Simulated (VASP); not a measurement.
# Zr (P6_3/mmc) in VASP: further runs

The runs below take Zr through single point, with r2SCAN.

Everything below comes from runs of VASP 6.6.1. Logs are shortened: lines on timing, memory, paths and dates and some standing lists are left out, and cuts for length are marked.

### 1 The cell of the first run

It takes space group P6_3/mmc (No. 194, hexagonal). The conventional cell has a = 3.245 Å, b = 3.245 Å, c = 5.157 Å, α = 90.00°, β = 90.00°, γ = 120.00°. Zr (site symmetry -6m2) has 12 Zr at 3.19 to 3.24 Å within 4.2 Å.

### 2 Single point, r2SCAN

The input, POSCAR:

```
Zr
1.0
    3.2445832200      0.0000000000      0.0000000000
   -1.6222916100      2.8098914932      0.0000000000
    0.0000000000      0.0000000000      5.1573641137
Zr
2
Direct
    0.3333333333      0.6666666667      0.2500000000
    0.6666666667      0.3333333333      0.7500000000
```

The input, INCAR.step1:

```
SYSTEM = Zr
PREC = Accurate
ENCUT = 520
ISMEAR = -1
SIGMA = 1.0
LREAL = .False.
LASPH = .True.
NELM = 80
NBANDS = 19
GGA = PE
ALGO = Normal
EDIFF = 1E-4
LWAVE = .True.
LCHARG = .False.
```

The input, INCAR.step2:

```
SYSTEM = Zr
PREC = Accurate
ENCUT = 520
EDIFF = 1E-7
ISMEAR = -1
SIGMA = 1.0
LREAL = .False.
LASPH = .True.
NELM = 80
ALGO = Normal
ISIF = 2
LWAVE = .False.
LCHARG = .True.
METAGGA = R2SCAN
LMIXTAU = .True.
LELF = .True.
LVHAR = .True.
NBANDS = 19
ISTART = 1
```

The input, KPOINTS:

```
Automatic mesh
0
Gamma
  11 11 6
  0 0 0
```

Potentials or basis: VASP PAW PBE potentials, release 64 (Zr_sv).

Command:

```bash
cat potpaw_PBE.64/Zr_sv/POTCAR > POTCAR
cp INCAR.step1 INCAR
mpirun -np 1 vasp_std > vasp.out
cp INCAR.step2 INCAR
mpirun -np 1 vasp_std > vasp.out
```

OUTCAR:

```text
SYSTEM = Zr
   PREC = Accurate
   ENCUT = 520
   EDIFF = 1E-7
   ISMEAR = -1
   LREAL = .False.
   LASPH = .True.
   NELM = 80
   ISIF = 2
   METAGGA = R2SCAN
   ISTART = 1

 ion  position               nearest neighbor table
   1  0.333  0.667  0.250-   2 3.19   2 3.19   2 3.19   2 3.19   2 3.19   2 3.19
   2  0.667  0.333  0.750-   1 3.19   1 3.19   1 3.19   1 3.19   1 3.19   1 3.19

  LATTYP: Found a hexagonal cell.
 ALAT       =     3.2445832200
 C/A-ratio  =     1.5895305387

  Lattice vectors:

 A1 = (   3.2445832200,   0.0000000000,   0.0000000000)
 A2 = (  -1.6222916100,   2.8098914932,   0.0000000000)
 A3 = (   0.0000000000,   0.0000000000,   5.1573641137)

Analysis of symmetry for initial positions (statically):
=====================================================================
 Subroutine PRICEL returns:
 Original cell was already a primitive cell.

 Routine SETGRP: Setting up the symmetry group for a
 hexagonal supercell.

 Subroutine GETGRP returns: Found 24 space group operations
 (whereof 12 operations were pure point group operations)
 out of a pool of 24 trial point group operations.

The static configuration has the point symmetry D_3d.
 The point group associated with its full space group is D_6h.

Analysis of symmetry for dynamics (positions and initial velocities):
=====================================================================
 Subroutine PRICEL returns:
 Original cell was already a primitive cell.

 Routine SETGRP: Setting up the symmetry group for a
 hexagonal supercell.

 Subroutine GETGRP returns: Found 24 space group operations
 (whereof 12 operations were pure point group operations)
 out of a pool of 24 trial point group operations.

The dynamic configuration has the point symmetry D_3d.
 The point group associated with its full space group is D_6h.

 Subroutine INISYM returns: Found 24 space group operations
 (whereof 12 operations are pure point group operations),
 and found     1 'primitive' translations

----------------------------------------------------------------------------------------

                                     Primitive cell

  volume of cell :      47.0193

  direct lattice vectors                    reciprocal lattice vectors
     3.244583220  0.000000000  0.000000000     0.308205995  0.177942814  0.000000000
    -1.622291610  2.809891493  0.000000000     0.000000000  0.355885628  0.000000000
     0.000000000  0.000000000  5.157364114     0.000000000  0.000000000  0.193897498
[... 76 lines left out ...]
   ISTART =      1    job   : 0-new  1-cont  2-samecut
   ICHARG =      0    charge: 1-file 2-atom 10-const
   ISPIN  =      1    spin polarized calculation?
   LNONCOLLINEAR =      F non collinear calculations
   LSORBIT =      F    spin-orbit coupling
   LASPH  =      T    aspherical Exc in radial PAW
   ENCUT  =  520.0 eV  38.22 Ry    6.18 a.u.   6.03  6.03  9.59*2*pi/ulx,y,z
   NELM   =     80;   NELMIN=  2; NELMDL=  0     # of ELM steps
   EDIFF  = 0.1E-06   stopping-criterion for ELM
   LREAL  =      F    real-space projection
   EDIFFG = 0.1E-05   stopping-criterion for IOM
   NSW    =      0    number of steps for IOM
   IBRION =     -1    ionic relax: 0-MD 1-quasi-New 2-CG
   NFREE  =      0    steps in history (QN), initial steepest desc. (CG)
   ISIF   =      2    stress and relaxation
   ISYM   =      2    0-nonsym 1-usesym 2-fastsym
   POTIM  = 0.5000    time-step for ionic-motion
   TEBEG  =    0.0;   TEEND  =   0.0 temperature during run
   PSTRESS=    0.0 pullay stress
   NELECT =      24.0000    total number of electrons
   NUPDOWN=      -1.0000    fix difference up-down
   EMIN   =  10.00;   EMAX   =-10.00  energy-range for DOS
   EFERMI =   0.00;   METHOD = LEGACY
   ISMEAR =    -1;   SIGMA  =   1.00  broadening in eV -4-tet -1-fermi 0-gaus
   EFERMI_NEDOS =   21; number of points for ismear=-14 and -15
   IALGO  =     38    algorithm
   IMIX   =      4    mixing-type and parameters
     AMIX     =   0.40;   BMIX     =  1.00
     AMIX_MAG =   1.60;   BMIX_MAG =  1.00
  volume/ion in A,a.u.               =      23.51       158.65
  Fermi-wavevector in a.u.,A,eV,Ry     =   1.308338  2.472400 23.289736  1.711747
  Thomas-Fermi vector in A             =   2.439011
   LORBIT       =      0    0 simple, 1 ext, 2 COOP (PROOUT), +10 PAW based schemes
   METAGGA = R2SCAN    functional components
   LHFCALC =     F    Hartree Fock is set to
   AEXX    =    0.0000 exact exchange contribution
   IVDW    =     0    specifies the selected vdW correction
   LEPSILON=     F    determine dielectric tensor
   LRPA    =     F    only Hartree local field effects (RPA)
 non-spin polarized calculation
  energy-cutoff  :      520.00
  volume of cell :       47.02
 maximum number of plane-waves:      1292
   NGX = 13   NGY = 13   NGZ = 19

 number of electron      24.0000000 magnetization

 Free energy of the ion-electron system (eV)
  ---------------------------------------------------
  ext. energy  EPLUGINS =         0.00000000
  ---------------------------------------------------
  free energy    TOTEN  =       -49.41873372 eV

  energy without entropy =      -41.98702428  energy(sigma->0) =      -45.70287900

 E-fermi :   8.8203     XC(G=0): -11.8772

 val. band max:        8.8033946772   @ k =   0.1818   0.0000   0.0000
 cond. band min:       8.8366615716   @ k =   0.3636   0.2727   0.5000
 fundamental gap:      0.0332668944
 Fermi energy:         8.8203007639

 k-point     1 :       0.0000    0.0000    0.0000
  band No.  band energies     occupation
      1     -41.3263      2.00000
      2     -41.1612      2.00000
      3     -19.1982      2.00000
      4     -18.3299      2.00000
      5     -18.3299      2.00000
      6     -18.1839      2.00000
[... 505 lines left out ...]
      6     -18.4189      2.00000
[... 11 lines left out ...]
     18      12.3303      0.05806
     19      14.2020      0.00916

 [... further k-points ...]
[... 5 lines left out ...]
  --------------------------------------------------------------------------------------
  -------------------------------------------------------------------------------------
  Total        2.7346919      2.7346919      3.6672561      0.0000000      0.0000000      0.0000000
  in kB       93.1842955     93.1842955    124.9613079      0.0000000      0.0000000      0.0000000
  external PRESSURE =     103.7766330 kB  Pullay stress =       0.0000000 kB

 VOLUME and BASIS-vectors are now :
 -----------------------------------------------------------------------------
  energy-cutoff  :      520.00
  volume of cell :       47.02
      direct lattice vectors                 reciprocal lattice vectors
     3.244583220  0.000000000  0.000000000     0.308205995  0.177942814  0.000000000
    -1.622291610  2.809891493  0.000000000     0.000000000  0.355885628  0.000000000
     0.000000000  0.000000000  5.157364114     0.000000000  0.000000000  0.193897498

 POSITION                                       TOTAL-FORCE (eV/Angst)
 -----------------------------------------------------------------------------------
     -0.00000      1.87326      1.28934         0.000000     -0.000000      0.000000
      1.62229      0.93663      3.86802        -0.000000      0.000000      0.000000
 -----------------------------------------------------------------------------------
    total drift:                               -0.000000      0.000000     -0.000000

  FREE ENERGIE OF THE ION-ELECTRON SYSTEM (eV)
  ---------------------------------------------------
  free  energy   TOTEN  =       -49.4187337246 eV

  energy  without entropy=      -41.9870242752  energy(sigma->0) =      -45.70287900
```

Run time: 4.2 min. Hardware: 1 thread of Intel Xeon 8259CL, shared host; peak memory 0.2 GiB.

What came out:

| Quantity | Value |
| --- | --- |
| Free energy | -49.4187 eV |
| Pressure | 10.4 GPa |
| Band gap on the k mesh | zero (bands 12 and 13 overlap by 1.19 eV) |

Caveat: the cell stands under pressure; so wide a smearing shifts energies and pressures; the PAW data sets were made with another functional, which shifts forces and pressure a little.

### 3 Single point, r2SCAN

POSCAR is that of step 2.

The input, INCAR.step1:

```
SYSTEM = Zr
PREC     = Accurate       ! precision mode
ENCUT    = 520            ! plane-wave cutoff, eV
ISMEAR   = 0              ! smearing method
SIGMA    = 0.01           ! smearing width, eV
LREAL    = .False.        ! projectors in reciprocal space
LASPH    = .True.         ! aspherical terms in the spheres
NELM     = 80             ! most SCF steps
NBANDS   = 19             ! bands
GGA      = PE             ! functional
ALGO     = Normal         ! electronic algorithm
EDIFF    = 1E-4           ! SCF threshold, eV
LWAVE    = .True.         ! write WAVECAR
LCHARG   = .False.        ! write CHGCAR
```

The input, INCAR.step2:

```
SYSTEM = Zr
PREC     = Accurate       ! precision mode
ENCUT    = 520            ! plane-wave cutoff, eV
EDIFF    = 1E-7           ! SCF threshold, eV
ISMEAR   = 0              ! smearing method
SIGMA    = 0.01           ! smearing width, eV
LREAL    = .False.        ! projectors in reciprocal space
LASPH    = .True.         ! aspherical terms in the spheres
NELM     = 80             ! most SCF steps
ALGO     = Normal         ! electronic algorithm
ISIF     = 2              ! what is computed and relaxed
LWAVE    = .False.        ! write WAVECAR
LCHARG   = .False.        ! write CHGCAR
METAGGA  = R2SCAN         ! meta-GGA
LMIXTAU  = .True.       
NBANDS   = 19             ! bands
ISTART   = 1
```

KPOINTS is that of step 2.

Potentials or basis: VASP PAW PBE potentials, release 64 (Zr_sv).

Command:

```bash
cat potpaw_PBE.64/Zr_sv/POTCAR > POTCAR
cp INCAR.step1 INCAR
mpirun -np 1 vasp_std > vasp.out
cp INCAR.step2 INCAR
mpirun -np 1 vasp_std > vasp.out
```

It took 3.7 min on 1 thread of Intel Xeon 8259CL, shared host; peak memory 0.2 GiB.

It converged, with:

| Quantity | Value |
| --- | --- |
| Free energy | -45.5009 eV |
| Pressure | -0.2 GPa |
| Band gap on the k mesh | zero (bands 12 and 13 overlap by 1.14 eV) |

Stress tensor (GPa, compression positive):
```
-0.12  0.00  0.00
 0.00 -0.12  0.00
 0.00  0.00 -0.42
```

Levels at points of the mesh, in eV from the Fermi level:
```csv
k point,band 8,band 9,band 10,band 11,band 12,band 13,band 14,band 15,band 16,band 17
"(0.00, 0.00, 0.00)",-27.39,-6.01,-3.18,0.96,0.96,0.99,1.14,1.70,1.70,2.35
"(0.00, 0.00, 0.50)",-27.46,-4.21,-4.21,0.02,0.02,0.88,0.88,0.88,0.88,4.19
```

Caveat: the PAW data sets were made with another functional, which shifts forces and pressure a little.

(Continued in part 2 of 2.)
